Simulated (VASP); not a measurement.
**Mo: electric field gradients with PBE**

The system is Mo.

```xyz
1
Lattice="-1.5917 1.5917 1.5917 1.5917 -1.5917 1.5917 1.5917 1.5917 -1.5917" Properties=species:S:1:pos:R:3 pbc="T T T"
Mo    0.0000    0.0000    0.0000
```

This cell differs from its parent crystal: volume scaled by 1.04.

```json
{
 "Program": "VASP 6.6.1",
 "Task": "electric field gradients",
 "Functional": "PBE",
 "Potentials or basis": "VASP PAW PBE potentials, release 64 (Mo_sv)",
 "Cutoff": "520 eV",
 "k mesh": "16 × 16 × 16",
 "Occupations": "fermi-dirac, width 0.05 eV",
 "Spin": "no spin polarisation",
 "Dipole correction": "no",
 "Further INCAR settings": "ALGO = Normal; EDIFF = 1e-08; NBANDS = 13"
}
```

```json
{"Pressure": "-5.0 GPa", "Band gap on the k mesh": "zero (band 7 reaches 15.90 eV, above the bottom of band 8 at 10.79 eV)"}
```

Levels at points of the mesh, in eV from the Fermi level:
```csv
k point,band 3,band 4,band 5,band 6,band 7,band 8,band 9,band 10,band 11,band 12
"(0.00, 0.00, 0.00)",-34.60,-34.60,-7.12,-1.29,-1.29,-1.29,1.62,1.62,14.79,14.79
"(0.50, 0.00, 0.00)",-35.00,-34.61,-5.13,-3.24,1.52,1.63,2.23,4.54,11.18,11.90
"(0.50, 0.50, 0.50)",-35.48,-35.48,-5.19,-5.19,3.82,3.82,3.82,8.84,8.84,8.84
```

It took 24 s on 1 thread of Intel(R) Xeon(R) Platinum 8488C (Sapphire Rapids), on a shared host, peak memory 0.16 GiB.

Caveat: without QUAD_EFG the Cq values of the log hold for a quadrupole moment of 1 mb, not for the nuclei.
